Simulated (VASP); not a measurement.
Wanted: the native input for a VASP 6.6.1 run.

```
Task                   : single point
Functional             : PBE
Potentials or basis    : VASP PAW PBE potentials, release 64 (Sb, O)
Cutoff                 : 520 eV
k mesh                 : 16 × 16 × 16
Occupations            : gaussian, width 0.1 eV
Spin                   : no spin polarisation
Dipole correction      : no
Further INCAR settings : ALGO = Normal; EDIFF = 1e-06; NBANDS = 18
```

The structure of Sb3O lies in POSCAR:

```
Sb3O
1.0
   -2.0814859627      2.0814859627      5.1500357857
    2.0814859627     -2.0814859627      5.1500357857
    2.0814859627      2.0814859627     -5.1500357857
Sb O
3 1
Direct
    0.5000000000      0.5000000000      0.0000000000
    0.2500000000      0.7500000000      0.5000000000
    0.7500000000      0.2500000000      0.5000000000
    0.0000000000      0.0000000000      0.0000000000
```

One way to write it, as run:

INCAR

```
  PREC = Accurate
  ENCUT = 520
  EDIFF = 1E-6
  ISMEAR = 0
  SIGMA = 0.1
  LREAL = F
  LASPH = T
  NELM = 60
  ALGO = Normal
  ISIF = 2
  LWAVE = F
  LCHARG = F
  GGA = PE
  NBANDS = 18
```

KPOINTS

```
Automatic mesh
0
Gamma
  16 16 16
```

Potentials or basis: VASP PAW PBE potentials, release 64 (Sb, O).

Launch:

```console
$ cat potpaw_PBE.64/Sb/POTCAR potpaw_PBE.64/O/POTCAR > POTCAR
$ mpirun -np 1 vasp_std > vasp.out
```

Results of the run:

* Pressure: -0.1 GPa
* Band gap on the k mesh: zero (an odd number of electrons rules out a gap without spin polarisation)

Caveat: spin-orbit coupling is left out, which moves the levels of the heavy elements; an odd number of electrons without spin polarisation forces a metal; a magnetic or distorted state may lie lower.

It took 33 min on 1 thread of Intel Xeon 8259CL, on a shared host, peak memory 0.7 GiB.
